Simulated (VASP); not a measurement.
# RbAl2O3 (P6/mmm) in VASP: a series of runs

The runs below take RbAl2O3 through relaxation of cell and atoms, single point, with PBE.

Everything below comes from runs of VASP 6.6.1. Logs are shortened: lines on timing, memory, paths and dates and some standing lists are left out, and cuts for length are marked.

## Step 1: The cell of the first run

It takes space group P6/mmm (No. 191, hexagonal). Conventional cell: a = 5.531 Å, b = 5.531 Å, c = 2.782 Å, α = 90.00°, β = 90.00°, γ = 120.00°. Within 3.7 Å of Rb (site symmetry 6/mmm) lie 2 Rb at 2.78 Å and 12 O at 3.10 Å and 6 Al at 3.19 Å. Al (site symmetry -6m2) has 6 O at 2.12 Å and 2 Al at 2.78 Å within 2.8 Å. O (site symmetry mmm) has 4 Al at 2.12 Å and 6 O at 2.77 to 2.78 Å within 2.8 Å.

The cell was built from a structure type or drawn by symmetry, and may not be a known phase.

## Step 2: Relaxation of cell and atoms, PBE

INCAR reads:

```
PREC     = Accurate       # precision mode
ENCUT    = 600            # plane-wave cutoff, eV
EDIFF    = 1E-7           # SCF threshold, eV
ISMEAR   = 0              # smearing method
SIGMA    = 0.1            # smearing width, eV
LREAL    = False          # projectors in reciprocal space
LASPH    = True           # aspherical terms in the spheres
NELM     = 100            # most SCF steps
ALGO     = Normal         # electronic algorithm
ISIF     = 3              # what is computed and relaxed
LWAVE    = False          # write WAVECAR
LCHARG   = False          # write CHGCAR
GGA      = PE             # functional
IBRION   = 2              # ionic algorithm
NSW      = 100            # ionic steps
EDIFFG   = -0.01          # ionic threshold
```

KPOINTS reads:

```
Automatic mesh
0
Gamma
  9 9 14
```

POSCAR reads:

```
RbAl2O3
1.0
    5.5312707241      0.0000000000      0.0000000000
   -2.7656353620      4.7902209623      0.0000000000
    0.0000000000      0.0000000000      2.7815902910
Rb Al O
1 2 3
Direct
    0.0000000000      0.0000000000      0.5000000000
    0.3333333333      0.6666666667      0.5000000000
    0.6666666667      0.3333333333      0.5000000000
    0.5000000000      0.5000000000      0.0000000000
    0.0000000000      0.5000000000      0.0000000000
    0.5000000000      0.0000000000      0.0000000000
```

Potentials or basis: VASP PAW PBE potentials, release 64 (Rb_sv, Al, O).

Launch:

```sh
> cat potpaw_PBE.64/Rb_sv/POTCAR potpaw_PBE.64/Al/POTCAR potpaw_PBE.64/O/POTCAR > POTCAR
> mpirun -np 1 vasp_std > vasp.out
```

OUTCAR:

```text
PREC = Accurate
   ENCUT = 600
   EDIFF = 1E-7
   ISMEAR = 0
   LREAL = False
   LASPH = True
   NELM = 100
   ISIF = 3
   GGA = PE
   IBRION = 2
   NSW = 100
   EDIFFG = -0.01

 ion  position               nearest neighbor table
   1  0.000  0.000  0.500-   5 3.10   5 3.10   5 3.10   5 3.10   6 3.10   6 3.10   6 3.10   6 3.10
                             4 3.10   4 3.10   4 3.10   4 3.10   2 3.19   3 3.19   2 3.19   3 3.19
   2  0.333  0.667  0.500-   6 2.12   6 2.12   5 2.12   5 2.12   4 2.12   4 2.12   1 3.19   3 3.19
                             3 3.19   1 3.19   1 3.19   3 3.19   1 4.24   1 4.24   1 4.24   1 4.24
   3  0.667  0.333  0.500-   6 2.12   6 2.12   5 2.12   5 2.12   4 2.12   4 2.12   1 3.19   2 3.19
                             2 3.19   1 3.19   1 3.19   2 3.19   1 4.24   1 4.24   1 4.24   1 4.24
   4  0.500  0.500  0.000-   2 2.12   3 2.12   2 2.12   3 2.12   1 3.10   1 3.10   1 3.10   1 3.10

   5  0.000  0.500  0.000-   2 2.12   3 2.12   2 2.12   3 2.12   1 3.10   1 3.10   1 3.10   1 3.10

   6  0.500  0.000  0.000-   2 2.12   3 2.12   2 2.12   3 2.12   1 3.10   1 3.10   1 3.10   1 3.10

  LATTYP: Found a hexagonal cell.
 ALAT       =     5.5312707241
 C/A-ratio  =     0.5028844961

  Lattice vectors:

 A1 = (   5.5312707241,   0.0000000000,   0.0000000000)
 A2 = (  -2.7656353620,   4.7902209623,   0.0000000000)
 A3 = (   0.0000000000,   0.0000000000,   2.7815902910)

Analysis of symmetry for initial positions (statically):
=====================================================================
 Subroutine PRICEL returns:
 Original cell was already a primitive cell.

 Routine SETGRP: Setting up the symmetry group for a
 hexagonal supercell.

 Subroutine GETGRP returns: Found 24 space group operations
 (whereof 24 operations were pure point group operations)
 out of a pool of 24 trial point group operations.

The static configuration has the point symmetry D_6h.

Analysis of symmetry for dynamics (positions and initial velocities):
=====================================================================
 Subroutine PRICEL returns:
 Original cell was already a primitive cell.

 Routine SETGRP: Setting up the symmetry group for a
 hexagonal supercell.

 Subroutine GETGRP returns: Found 24 space group operations
 (whereof 24 operations were pure point group operations)
[... 171 lines left out ...]

 VOLUME and BASIS-vectors are now :
 -----------------------------------------------------------------------------
  energy-cutoff  :      600.00
  volume of cell :       73.70
      direct lattice vectors                 reciprocal lattice vectors
     5.531270724  0.000000000  0.000000000     0.180790283  0.104379319  0.000000000
    -2.765635362  4.790220962  0.000000000     0.000000000  0.208758637  0.000000000
     0.000000000  0.000000000  2.781590291     0.000000000  0.000000000  0.359506576

 POSITION                                       TOTAL-FORCE (eV/Angst)
 -----------------------------------------------------------------------------------
      0.00000      0.00000      1.39080         0.000000      0.000000     -0.000000
     -0.00000      3.19348      1.39080        -0.000000      0.000000     -0.000000
      2.76564      1.59674      1.39080         0.000000     -0.000000      0.000000
      1.38282      2.39511      0.00000         0.000000      0.000000     -0.000000
     -1.38282      2.39511      0.00000         0.000000      0.000000     -0.000000
      2.76564      0.00000      0.00000         0.000000      0.000000     -0.000000
 -----------------------------------------------------------------------------------
    total drift:                               -0.000000      0.000000      0.000000

  FREE ENERGIE OF THE ION-ELECTRON SYSTEM (eV)
  ---------------------------------------------------
  free  energy   TOTEN  =       -33.1064215909 eV

  energy  without entropy=      -33.1019029113  energy(sigma->0) =      -33.10416225

--------------------------------------- Ionic step        2  -------------------------------------------

 number of electron      33.0000005 magnetization

 Free energy of the ion-electron system (eV)
  ---------------------------------------------------
  ext. energy  EPLUGINS =         0.00000000
  ---------------------------------------------------
  free energy    TOTEN  =       -33.10658223 eV

  energy without entropy =      -33.10206181  energy(sigma->0) =      -33.10432202

 E-fermi :   8.6777     XC(G=0): -10.7167

 val. band max:        8.6496365326   @ k =   0.2222   0.0000   0.2143
 cond. band min:       8.6844793878   @ k =   0.3333   0.2222   0.5000
 fundamental gap:      0.0348428551
 Fermi energy:         8.6777380725

 k-point     1 :       0.0000    0.0000    0.0000
  band No.  band energies     occupation
      1     -22.0682      2.00000
      2     -13.6435      2.00000
      3     -12.4140      2.00000
      4     -12.4140      2.00000
      5      -6.3647      2.00000
      6      -6.3647      2.00000
[... 541 lines left out ...]
     19      10.4070      0.00000
     20      11.4907      0.00000

 [... further k-points ...]
[... 5 lines left out ...]
  --------------------------------------------------------------------------------------
  -------------------------------------------------------------------------------------
  Total        0.0041831      0.0041831      0.0118577      0.0000000     -0.0000000     -0.0000000
  in kB        0.0907514      0.0907514      0.2572516      0.0000000     -0.0000000     -0.0000000
  external PRESSURE =       0.1462515 kB  Pullay stress =       0.0000000 kB

 VOLUME and BASIS-vectors are now :
 -----------------------------------------------------------------------------
  energy-cutoff  :      600.00
  volume of cell :       73.85
      direct lattice vectors                 reciprocal lattice vectors
     5.537396303  0.000000000  0.000000000     0.180590289  0.104263852  0.000000000
    -2.768698151  4.795525869 -0.000000000    -0.000000000  0.208527704  0.000000000
    -0.000000000 -0.000000000  2.781074488    -0.000000000  0.000000000  0.359573253

 POSITION                                       TOTAL-FORCE (eV/Angst)
 -----------------------------------------------------------------------------------
     -0.00000     -0.00000      1.39054        -0.000000      0.000000     -0.000000
     -0.00000      3.19702      1.39054         0.000000     -0.000000      0.000000
      2.76870      1.59851      1.39054        -0.000000      0.000000     -0.000000
      1.38435      2.39776      2.78107        -0.000000     -0.000000     -0.000000
     -1.38435      2.39776      2.78107        -0.000000      0.000000     -0.000000
      2.76870      0.00000      2.78107        -0.000000     -0.000000     -0.000000
 -----------------------------------------------------------------------------------
    total drift:                                0.000000      0.000000      0.000000

  FREE ENERGIE OF THE ION-ELECTRON SYSTEM (eV)
  ---------------------------------------------------
  free  energy   TOTEN  =       -33.1065822278 eV

  energy  without entropy=      -33.1020618114  energy(sigma->0) =      -33.10432202

 reached required accuracy - stopping structural energy minimisation
```

OSZICAR:

```text
N       E                     dE             d eps       ncg     rms          rms(c)
DAV:   1     0.193871207607E+03    0.19387E+03   -0.18081E+04  3840   0.169E+03
DAV:   2    -0.252818126001E+02   -0.21915E+03   -0.21301E+03  5672   0.306E+02
DAV:   3    -0.374459682597E+02   -0.12164E+02   -0.11936E+02  4748   0.762E+01
[... 15 lines left out ...]
DAV:   3    -0.331066117419E+02    0.83683E-04   -0.15145E-04  4544   0.949E-02    0.320E-02
DAV:   4    -0.331065847769E+02    0.26965E-04   -0.11660E-04  5408   0.578E-02    0.880E-03
DAV:   5    -0.331065833671E+02    0.14097E-05   -0.68187E-06  4620   0.163E-02    0.404E-03
DAV:   6    -0.331065822436E+02    0.11235E-05   -0.14102E-06  4464   0.904E-03    0.185E-03
DAV:   7    -0.331065822278E+02    0.15746E-07   -0.70930E-08  2684   0.189E-03
   2 F= -.33106582E+02 E0= -.33104322E+02  d E =-.160637E-03
```

CONTCAR:

```text
RbAl2O3
   1.00000000000000
     5.5373963026382285    0.0000000000000639    0.0000000000000000
    -2.7686981512690036    4.7955258689270188   -0.0000000000000000
    -0.0000000000000000   -0.0000000000000000    2.7810744882412726
  Rb              Al              O
     1     2     3
Direct
     0.0000000000000000    0.0000000000000000    0.5000000000000000
     0.3333333332999970    0.6666666667000030    0.5000000000000000
     0.6666666667000030    0.3333333332999970    0.5000000000000000
     0.5000000000000000    0.5000000000000000    1.0000000000000000
     0.0000000000000000    0.5000000000000000    1.0000000000000000
     0.5000000000000000    0.0000000000000000    1.0000000000000000

  0.00000000E+00  0.00000000E+00  0.00000000E+00
  0.00000000E+00  0.00000000E+00  0.00000000E+00
  0.00000000E+00  0.00000000E+00  0.00000000E+00
  0.00000000E+00  0.00000000E+00  0.00000000E+00
  0.00000000E+00  0.00000000E+00  0.00000000E+00
  0.00000000E+00  0.00000000E+00  0.00000000E+00
```

It took 1.8 min on 1 thread of Intel Xeon 6975P-C (Granite Rapids), shared host; peak memory 0.34 GiB.

What came out:

```
Free energy                           : -33.1066 eV
Relaxed volume                        : 12.31 Å³/atom
Relaxed cell                          : a = 5.537 Å, b = 5.537 Å, c = 2.781 Å, α = 90.00°, β = 90.00°, γ = 120.00°
Space group after relaxing (to 0.1 Å) : P6/mmm (No. 191)
Energy gained by relaxing             : 0.0 meV/atom
Ionic steps                           : 2
Pressure after relaxing               : 0.0 GPa
Band gap on the k mesh                : zero (an odd number of electrons rules out a gap without spin polarisation)
```

The path:
| step | energy change (eV) | largest force (eV/Å) | pressure (GPa) | volume (Å³) |
| --- | --- | --- | --- | --- |
| 1 | 0.0000 | 0.0000 | 0.18 | 73.70 |
| 2 | -0.0002 | 0.0000 | 0.01 | 73.85 |

Final structure:
```
Rb Al O
1.0
     5.53740    0.00000    0.00000
    -2.76870    4.79553    0.00000
     0.00000    0.00000    2.78107
Rb Al O
1 2 3
Direct
  0.00000 0.00000 0.50000
  0.33333 0.66667 0.50000
  0.66667 0.33333 0.50000
  0.50000 0.50000 0.00000
  0.00000 0.50000 0.00000
  0.50000 0.00000 0.00000
```

Caveat: an odd number of electrons without spin polarisation forces a metal; a magnetic or distorted state may lie lower.

## Step 3: Single point, PBE

This run uses another cell than the first one, of 8.05 Å³/atom.

INCAR reads:

```
SYSTEM = RbAl2O3
PREC = Accurate
ENCUT = 520
EDIFF = 1E-7
ISMEAR = 0
SIGMA = 0.1
LREAL = .FALSE.
LASPH = .TRUE.
NELM = 100
ALGO = Normal
ISIF = 2
LWAVE = .FALSE.
LCHARG = .TRUE.
GGA = PE
LELF = .TRUE.
LVHAR = .TRUE.
NBANDS = 26
```

KPOINTS reads:

```
regular mesh
0
G
  6 6 8
  0 0 0
```

POSCAR reads:

```
RbAl2O3
1.0
    4.7452861300      0.0000000000      0.0000000000
   -2.3726430600      4.1095383300      0.0000000000
    0.0000000000      0.0000000000      2.4760987800
Rb Al O
1 2 3
Direct
    0.0000000000      0.0000000000      0.5000000000
    0.3333333300      0.6666666700      0.5000000000
    0.6666666700      0.3333333300      0.5000000000
    0.5000000000      0.5000000000      0.0000000000
    0.0000000000      0.5000000000      0.0000000000
    0.5000000000      0.0000000000      0.0000000000
```

Potentials or basis: VASP PAW PBE potentials, release 64 (Rb_sv, Al, O).

Launch:

```sh
> cat potpaw_PBE.64/Rb_sv/POTCAR potpaw_PBE.64/Al/POTCAR potpaw_PBE.64/O/POTCAR > POTCAR
> mpirun -np 1 vasp_std > vasp.out
```

Wall time 19 s (1 thread of Intel Xeon 6975P-C (Granite Rapids), shared host); peak memory 0.18 GiB.

Results (log left out):

- Free energy: -27.5754 eV
- Pressure: 99.0 GPa
- Band gap on the k mesh: zero (an odd number of electrons rules out a gap without spin polarisation)

Stress tensor (GPa, compression positive):
```
 93.81   0.00   0.00
  0.00  93.81   0.00
  0.00   0.00 109.43
```

Levels at points of the mesh, in eV from the Fermi level:
```csv
k point,band 13,band 14,band 15,band 16,band 17,band 18,band 19,band 20,band 21,band 22
"(0.00, 0.00, 0.00)",-8.45,-7.66,-7.63,-7.63,-1.83,-0.50,-0.50,2.46,3.54,7.13
"(0.50, 0.00, 0.00)",-8.72,-8.69,-8.47,-8.14,-0.49,1.31,1.80,2.88,4.77,5.10
"(0.00, 0.00, 0.50)",-11.89,-7.77,-7.77,-6.90,-0.75,2.71,2.71,3.34,3.34,3.58
"(0.50, 0.00, 0.50)",-9.93,-9.73,-9.21,-7.31,-1.20,-0.17,0.26,1.84,1.90,3.60
```

Caveat: the cell stands under pressure; an odd number of electrons without spin polarisation forces a metal; a magnetic or distorted state may lie lower.
